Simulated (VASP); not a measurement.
# HPbNO4 (P1) in VASP: notebook

HPbNO4 is run at these levels: r2SCAN, r2SCANh; tasks: single point.

Program: VASP 6.6.1. These are calculated values, not measurements. Logs are shortened: lines on timing, memory, paths and dates and some standing lists are left out, and cuts for length are marked.

## Step 1: The cell of the first run

The typed cell holds 7 atoms: a = 4.140 Å, b = 4.222 Å, c = 6.665 Å, α = 72.11°, β = 72.33°, γ = 62.20°.

## Step 2: Single point, r2SCAN

Contents of POSCAR:

```
HPbNO4
1.0
    4.1356952461      0.0974215916      0.1703587544
    1.8772643679      3.7797927817      0.1262826463
    1.7365738753      1.2138104307      6.3197614628
H Pb N O
1 1 1 4
Direct
    0.8900230020      0.6879451354      0.6241285520
    0.1383503971      0.9398568942      0.8832330182
    0.2586160389      0.2839454791      0.3034151135
    0.8308342634      0.6534317455      0.7801997037
    0.3940583443      0.2087830733      0.1166871797
    0.3123494989      0.0324666443      0.4635252561
    0.0744984554      0.6093710281      0.3203111766
```

Contents of INCAR.step1:

```
SYSTEM = HPbNO4
PREC = Accurate ; ENCUT = 520
ISMEAR = -1 ; SIGMA = 0.05
LREAL = .False. ; LASPH = .True.
NELM = 80 ; NBANDS = 31
GGA = PE ; ALGO = Normal
EDIFF = 1E-4 ; LWAVE = .True.
LCHARG = .False.
```

Contents of INCAR.step2:

```
SYSTEM = HPbNO4
PREC = Accurate ; ENCUT = 520
EDIFF = 1E-6 ; ISMEAR = -1
SIGMA = 0.05 ; LREAL = .False.
LASPH = .True. ; NELM = 80
ALGO = Normal ; ISIF = 2
LWAVE = .False. ; LCHARG = .True.
METAGGA = R2SCAN ; LMIXTAU = .True.
LELF = .True. ; LVHAR = .True.
NBANDS = 31 ; ISTART = 1
```

Contents of KPOINTS:

```
regular mesh
0
Gamma
  5 5 3
  0 0 0
```

Potentials or basis: VASP PAW PBE potentials, release 64 (H, Pb_d, N, O).

Started as:

```console
$ cat potpaw_PBE.64/H/POTCAR potpaw_PBE.64/Pb_d/POTCAR potpaw_PBE.64/N/POTCAR potpaw_PBE.64/O/POTCAR > POTCAR
$ cp INCAR.step1 INCAR
$ mpirun -np 1 vasp_std > vasp.out
$ cp INCAR.step2 INCAR
$ mpirun -np 1 vasp_std > vasp.out
```

OUTCAR:

```text
SYSTEM = HPbNO4
   PREC = Accurate
   ENCUT = 520
   EDIFF = 1E-6
   ISMEAR = -1
   LREAL = .False.
   LASPH = .True.
   NELM = 80
   ISIF = 2
   METAGGA = R2SCAN
   ISTART = 1

 ion  position               nearest neighbor table
   1  0.890  0.688  0.624-   4 0.97
   2  0.138  0.940  0.883-   4 2.46   4 2.50   4 2.62   6 2.62   7 2.81   5 2.84   5 2.84   5 2.85

   3  0.259  0.284  0.303-   6 1.24   7 1.24   5 1.27
   4  0.831  0.653  0.780-   1 0.97   2 2.46   2 2.50   2 2.62
   5  0.394  0.209  0.117-   3 1.27   2 2.84   2 2.84   2 2.85
   6  0.312  0.032  0.464-   3 1.24   2 2.62
   7  0.074  0.609  0.320-   3 1.24   2 2.81

  LATTYP: Found a triclinic cell.
 ALAT       =     7.4723448104
 B/A-ratio  =     0.5650423999
 C/A-ratio  =     0.8959128212
 COS(alpha) =     0.0174237784
 COS(beta)  =     0.1949191730
 COS(gamma) =     0.8716497788

  Lattice vectors:

 A1 = (   0.3811665103,  -7.4621639718,  -0.0822065382)
 A2 = (  -1.8772643679,  -3.7797927817,  -0.1262826463)
 A3 = (   2.3991213708,  -1.1163888391,  -6.1494027084)

Analysis of symmetry for initial positions (statically):
=====================================================================
 Subroutine PRICEL returns:
 Original cell was already a primitive cell.

 Routine SETGRP: Setting up the symmetry group for a
 triclinic supercell.

 Subroutine GETGRP returns: Found  1 space group operations
 (whereof  1 operations were pure point group operations)
 out of a pool of  2 trial point group operations.

The static configuration has the point symmetry C_1 .

Analysis of symmetry for dynamics (positions and initial velocities):
=====================================================================
 Subroutine PRICEL returns:
 Original cell was already a primitive cell.

 Routine SETGRP: Setting up the symmetry group for a
 triclinic supercell.

 Subroutine GETGRP returns: Found  1 space group operations
 (whereof  1 operations were pure point group operations)
 out of a pool of  2 trial point group operations.

The dynamic configuration has the point symmetry C_1 .

 Subroutine INISYM returns: Found  1 space group operations
 (whereof  1 operations are pure point group operations),
 and found     1 'primitive' translations
[... 103 lines left out ...]
   ENCUT  =  520.0 eV  38.22 Ry    6.18 a.u.   7.70  7.85 12.39*2*pi/ulx,y,z
   NELM   =     80;   NELMIN=  2; NELMDL=  0     # of ELM steps
   EDIFF  = 0.1E-05   stopping-criterion for ELM
   LREAL  =      F    real-space projection
   EDIFFG = 0.1E-04   stopping-criterion for IOM
   NSW    =      0    number of steps for IOM
   IBRION =     -1    ionic relax: 0-MD 1-quasi-New 2-CG
   NFREE  =      0    steps in history (QN), initial steepest desc. (CG)
   ISIF   =      2    stress and relaxation
   ISYM   =      2    0-nonsym 1-usesym 2-fastsym
   POTIM  = 0.5000    time-step for ionic-motion
   TEBEG  =    0.0;   TEEND  =   0.0 temperature during run
   PSTRESS=    0.0 pullay stress
   NELECT =      44.0000    total number of electrons
   NUPDOWN=      -1.0000    fix difference up-down
   EMIN   =  10.00;   EMAX   =-10.00  energy-range for DOS
   EFERMI =   0.00;   METHOD = LEGACY
   ISMEAR =    -1;   SIGMA  =   0.05  broadening in eV -4-tet -1-fermi 0-gaus
   EFERMI_NEDOS =   21; number of points for ismear=-14 and -15
   IALGO  =     38    algorithm
   IMIX   =      4    mixing-type and parameters
     AMIX     =   0.40;   BMIX     =  1.00
     AMIX_MAG =   1.60;   BMIX_MAG =  1.00
  volume/ion in A,a.u.               =      13.76        92.83
  Fermi-wavevector in a.u.,A,eV,Ry     =   1.260941  2.382833 21.632889  1.589972
  Thomas-Fermi vector in A             =   2.394425
   LORBIT       =      0    0 simple, 1 ext, 2 COOP (PROOUT), +10 PAW based schemes
   METAGGA = R2SCAN    functional components
   LHFCALC =     F    Hartree Fock is set to
   AEXX    =    0.0000 exact exchange contribution
   IVDW    =     0    specifies the selected vdW correction
   LEPSILON=     F    determine dielectric tensor
   LRPA    =     F    only Hartree local field effects (RPA)
 non-spin polarized calculation
  energy-cutoff  :      520.00
  volume of cell :       96.29
 maximum number of plane-waves:      2607
   NGX = 15   NGY = 15   NGZ = 25

 number of electron      43.9999996 magnetization

 Free energy of the ion-electron system (eV)
  ---------------------------------------------------
  ext. energy  EPLUGINS =         0.00000000
  ---------------------------------------------------
  free energy    TOTEN  =       -98.11636459 eV

  energy without entropy =      -98.11636459  energy(sigma->0) =      -98.11636459

 E-fermi :   2.1281     XC(G=0):  -9.4480

 val. band max:        1.0252514071   @ k =  -0.4000   0.2000   0.3333
 cond. band min:       4.1406138977   @ k =  -0.2000   0.4000   0.3333
 fundamental gap:      3.1153624906
 Fermi energy:         2.1281277707

 k-point     1 :       0.0000    0.0000    0.0000
  band No.  band energies     occupation
      1     -26.6344      2.00000
      2     -20.8559      2.00000
      3     -20.5553      2.00000
      4     -17.9312      2.00000
      5     -14.7306      2.00000
      6     -14.7122      2.00000
[... 805 lines left out ...]
     30      12.3032      0.00000
     31      13.9896      0.00000

 [... further k-points ...]

------------------------ aborting loop because EDIFF is reached ----------------------------------------

  FORCE on cell =-STRESS in cart. coord.  units (eV):
  Direction    XX          YY          ZZ          XY          YZ          ZX
  --------------------------------------------------------------------------------------
  -------------------------------------------------------------------------------------
  Total       -0.0949194      1.0195363      1.0234955     -0.0989275     -0.0905334     -0.0324591
  in kB       -1.5793297     16.9636975     17.0295734     -1.6460183     -1.5063535     -0.5400751
  external PRESSURE =      10.8046471 kB  Pullay stress =       0.0000000 kB

 VOLUME and BASIS-vectors are now :
 -----------------------------------------------------------------------------
  energy-cutoff  :      520.00
  volume of cell :       96.29
      direct lattice vectors                 reciprocal lattice vectors
     4.135695246  0.097421592  0.170358754     0.246479105 -0.120929001 -0.044502359
     1.877264368  3.779792782  0.126282646    -0.004246413  0.268356820 -0.050375334
     1.736573875  1.213810431  6.319761463    -0.006559365 -0.002102531  0.160440058

 POSITION                                       TOTAL-FORCE (eV/Angst)
 -----------------------------------------------------------------------------------
      6.05616      3.44457      4.18284         0.003597     -0.013672     -0.175008
      3.87033      4.63802      5.72408         0.002948      0.015651      0.015912
      2.12950      1.46674      1.99743         0.014161     -0.073377     -0.103737
      6.01762      3.49779      5.15473        -0.007409     -0.000663      0.134590
      2.22428      0.96918      0.83093         0.036737     -0.193242     -0.438041
      2.15768      0.71578      2.98668         0.013957     -0.367819      0.491046
      2.00830      2.69935      2.11393        -0.063991      0.633121      0.075238
 -----------------------------------------------------------------------------------
    total drift:                                0.000424      0.000105      0.000131

  FREE ENERGIE OF THE ION-ELECTRON SYSTEM (eV)
  ---------------------------------------------------
  free  energy   TOTEN  =       -98.1163645924 eV

  energy  without entropy=      -98.1163645923  energy(sigma->0) =      -98.11636459
```

OUTCAR.step1:

```text
SYSTEM = HPbNO4
   PREC = Accurate
   ENCUT = 520
   ISMEAR = -1
   LREAL = .False.
   LASPH = .True.
[... 1061 lines left out ...]
      2.22428      0.96918      0.83093         0.066344     -0.358589     -0.820725
      2.15768      0.71578      2.98668         0.030111     -0.691134      0.812103
      2.00830      2.69935      2.11393        -0.112534      1.133650      0.144168
 -----------------------------------------------------------------------------------
    total drift:                                0.000116     -0.002169     -0.000511

  FREE ENERGIE OF THE ION-ELECTRON SYSTEM (eV)
  ---------------------------------------------------
  free  energy   TOTEN  =       -40.3744739722 eV

  energy  without entropy=      -40.3744739722  energy(sigma->0) =      -40.37447397
```

OSZICAR.step1:

```text
N       E                     dE             d eps       ncg     rms          rms(c)
DAV:   1     0.477701404399E+03    0.47770E+03   -0.21903E+04  2356   0.153E+03
DAV:   2     0.122102332383E+02   -0.46549E+03   -0.43262E+03  2649   0.421E+02
DAV:   3    -0.430751966227E+02   -0.55285E+02   -0.54154E+02  2903   0.156E+02
DAV:   4    -0.452355899878E+02   -0.21604E+01   -0.21498E+01  2818   0.335E+01
DAV:   5    -0.453264518037E+02   -0.90862E-01   -0.90826E-01  3295   0.670E+00    0.149E+01
DAV:   6    -0.404576923213E+02    0.48688E+01   -0.16870E+01  3596   0.299E+01    0.577E+00
DAV:   7    -0.404122246368E+02    0.45468E-01   -0.17812E+00  2727   0.794E+00    0.352E+00
DAV:   8    -0.403838874683E+02    0.28337E-01   -0.40989E-01  3120   0.450E+00    0.102E+00
DAV:   9    -0.403723619817E+02    0.11525E-01   -0.71752E-02  3386   0.216E+00    0.394E-01
DAV:  10    -0.403739671396E+02   -0.16052E-02   -0.12220E-02  3170   0.764E-01    0.189E-01
DAV:  11    -0.403743366971E+02   -0.36956E-03   -0.18700E-03  3056   0.357E-01    0.679E-02
DAV:  12    -0.403744526130E+02   -0.11592E-03   -0.40891E-04  2520   0.147E-01    0.213E-02
DAV:  13    -0.403744739722E+02   -0.21359E-04   -0.49999E-05  2147   0.584E-02
   1 F= -.40374474E+02 E0= -.40374474E+02  d E =-.276122E-10
```

Wall time 4.6 min (1 thread of Intel Xeon Platinum 8124M at 3.00GHz (Skylake/Cascade Lake), shared host); peak memory 0.3 GiB.

What came out:

| Property | Result |
| --- | --- |
| Free energy | -98.1164 eV |
| Pressure | 1.1 GPa |
| Largest force | 0.641 eV/Å |
| Band gap on the k mesh | 3.12 eV (least direct gap 3.15 eV) |

Forces in eV/Å, atoms in the order of the input:
```
H    0.004 -0.014 -0.175
Pb   0.003  0.016  0.016
N    0.014 -0.073 -0.104
O   -0.007 -0.001  0.135
O    0.037 -0.193 -0.438
O    0.014 -0.368  0.491
O   -0.064  0.633  0.075
```

Caveat: the standard files for N, O and F lose accuracy on very short bonds; the PAW data sets were made with another functional, which shifts forces and pressure a little; spin-orbit coupling is left out, which moves the levels of the heavy elements; an odd mesh through Γ misses points on the zone boundary, where band edges can lie.

## Step 3: Single point, r2SCANh

This run uses another cell than the first one, of 14.48 Å³/atom.

Contents of POSCAR:

```
HPbNO4
1.0
    4.1992300000      0.1111700000      0.1681700000
    1.9160000000      3.8913200000      0.1256800000
    1.7608500000      1.2525900000      6.3726600000
H Pb N O
1 1 1 4
Direct
    0.8914500000      0.6820200000      0.6279600000
    0.1442600000      0.9287200000      0.8835200000
    0.2567000000      0.2886100000      0.3017100000
    0.8310800000      0.6505600000      0.7840500000
    0.3869400000      0.2238000000      0.1129500000
    0.3110400000      0.0357600000      0.4585600000
    0.0772600000      0.6063300000      0.3227500000
```

Contents of INCAR.step1:

```
SYSTEM = HPbNO4
PREC = Accurate
ENCUT = 520
EDIFF = 1E-5
ISMEAR = -1
SIGMA = 0.05
LREAL = .False.
LASPH = .True.
NELM = 80
ALGO = Normal
ISIF = 2
LWAVE = .True.
NBANDS = 31
GGA = PE
```

Contents of INCAR.step2:

```
SYSTEM = HPbNO4
PREC = Accurate
ENCUT = 520
EDIFF = 1E-7
ISMEAR = -1
SIGMA = 0.05
LREAL = .False.
LASPH = .True.
NELM = 80
ALGO = Normal
ISIF = 2
LWAVE = .False.
LCHARG = .True.
METAGGA = R2SCAN
LHFCALC = .True.
AEXX = 0.1
LMIXTAU = .True.
PRECFOCK = Fast
LELF = .True.
LVHAR = .True.
NBANDS = 31
ISTART = 1
```

Contents of KPOINTS:

```
Automatic mesh
0
Gamma
  3 3 2
  0 0 0
```

Potentials or basis: VASP PAW PBE potentials, release 64 (H, Pb_d, N, O).

Started as:

```console
$ cat potpaw_PBE.64/H/POTCAR potpaw_PBE.64/Pb_d/POTCAR potpaw_PBE.64/N/POTCAR potpaw_PBE.64/O/POTCAR > POTCAR
$ cp INCAR.step1 INCAR
$ mpirun -np 1 vasp_std > vasp.out
$ cp INCAR.step2 INCAR
$ mpirun -np 1 vasp_std > vasp.out
```

Run time: 14 min. Hardware: 1 thread of AMD EPYC 7R13 (Zen 3), shared host; peak memory 0.24 GiB.

It converged, with:

| Property | Result |
| --- | --- |
| Free energy | -98.2328 eV |
| Pressure | -3.5 GPa |
| Largest force | 0.612 eV/Å |
| Band gap on the k mesh | 3.95 eV |

Forces on the atoms (eV/Å):
```
H   -0.019  0.036  0.430
Pb  -0.003 -0.060 -0.048
N    0.001 -0.022 -0.059
O    0.025  0.022 -0.382
O   -0.040  0.224  0.508
O   -0.018  0.402 -0.349
O    0.054 -0.601 -0.100
```

Stress tensor (GPa, compression positive):
```
-2.26  0.18  0.10
 0.18 -3.99 -0.08
 0.10 -0.08 -4.37
```

Levels at points of the mesh, in eV from the valence-band top:
```csv
k point,band 18,band 19,band 20,band 21,band 22,band 23,band 24,band 25,band 26,band 27
"(0.00, 0.00, 0.00)",-2.42,-2.31,-1.77,-1.58,-1.12,4.70,5.42,6.67,7.40,7.48
"(0.00, 0.00, 0.50)",-2.28,-1.78,-1.69,-1.50,-1.29,4.59,4.84,6.68,7.55,8.85
```

Caveat: the k points lie up to 0.57 Å⁻¹ apart; the standard files for N, O and F lose accuracy on very short bonds; the PAW data sets were made with another functional, which shifts forces and pressure a little; spin-orbit coupling is left out, which moves the levels of the heavy elements; an odd mesh through Γ misses points on the zone boundary, where band edges can lie.
